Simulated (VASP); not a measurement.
Wanted: the native input for a VASP 6.6.1 run.

```yaml
Task: single point
Functional: LDA
Potentials_or_basis: VASP PAW LDA potentials, release 64 (Mg, O)
Cutoff: 520 eV
k_mesh: 8 × 5 × 1
Occupations: gaussian, width 0.1 eV
Spin: no spin polarisation
Dipole_correction: yes
Further_INCAR_settings: ALGO = Normal; EDIFF = 1e-06; NBANDS = 15
```

The structure of Mg4O lies in POSCAR:

```
Mg4O
1.0
    3.1466128697      0.0000000000      0.0000000000
    0.0000000000      5.0388886589      0.0000000000
    0.0000000000      0.0000000000     20.5846139733
Mg O
4 1
Direct
    0.0000000000      0.7500000000      0.1943198937
    0.5000000000      0.2500000000      0.2384474589
    0.5000000000      0.7500000000      0.3306067122
    0.0000000000      0.2500000000      0.3684603453
    0.5000000000      0.7500000000      0.4962256755
```

These files were run (other wordings do the same):

INCAR

```
PREC     = Accurate       # precision mode
ENCUT    = 520            # plane-wave cutoff, eV
EDIFF    = 1E-6           # SCF threshold, eV
ISMEAR   = 0              # smearing method
SIGMA    = 0.1            # smearing width, eV
LREAL    = False          # projectors in reciprocal space
LASPH    = True           # aspherical terms in the spheres
NELM     = 60             # most SCF steps
ALGO     = Normal         # electronic algorithm
ISIF     = 2              # what is computed and relaxed
LWAVE    = False          # write WAVECAR
LCHARG   = False          # write CHGCAR
LDIPOL   = True         
IDIPOL   = 3            
DIPOL    = 0.5 0.5 0.326
GGA      = CA             # functional
NBANDS   = 15             # bands
```

KPOINTS

```
Automatic mesh
0
Gamma
  8 5 1
```

Potentials or basis: VASP PAW LDA potentials, release 64 (Mg, O).

Run with:

```bash
$ cat potpaw_LDA.64/Mg/POTCAR potpaw_LDA.64/O/POTCAR > POTCAR
$ mpirun -np 1 vasp_std > vasp.out
```

Results of the run:

* Largest force: 1.559 eV/Å
* Band gap on the k mesh: zero (band 7 reaches -3.51 eV, above the bottom of band 8 at -3.76 eV)

Wall time 62 s on 1 thread of Intel(R) Xeon(R) 6975P-C (Granite Rapids), with other jobs on the host, peak memory 0.33 GiB.
